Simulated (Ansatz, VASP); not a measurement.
**Mo in VASP and in Ansatz**

```
CELL_PARAMETERS angstrom
2.74882 0.00000 0.00000
-1.37441 2.38055 0.00000
0.00000 0.00000 2.57191
ATOMIC_POSITIONS crystal
Mo 0.00000 0.00000 0.50000
```

Change from the starting cell: strain +0.000 along x and y, +0.015 along z, atoms carried along.

Alike in both runs: task single point; functional r2SCAN; k mesh 24 × 24 × 24; occupations gaussian, width 0.15 eV; no spin polarisation.

|  | VASP | Ansatz |
| --- | --- | --- |
| version | VASP 6.6.1 | Ansatz 0.2.0 |
| potentials or method | VASP PAW PBE potentials, release 64 (Mo_sv), cutoff 520 eV | scalar-relativistic, plane waves, PAW |
| valence electrons in the cell | 14 | 14 |

Ansatz gave:

* gap on the k mesh at the Fermi level (eV): none
* pressure (GPa): -2.9
* traceless stress, the component that is largest in VASP (GPa): -4.27

Question: Which values does VASP return?

Answer: gap on the k mesh at the Fermi level (eV): none; pressure (GPa): -2.0; traceless stress, the component that is largest in VASP (GPa): -4.11.

VASP's potentials were made for PBE, not for r2SCAN. A gap of «none» marks a metal or a gap that the smearing closes.
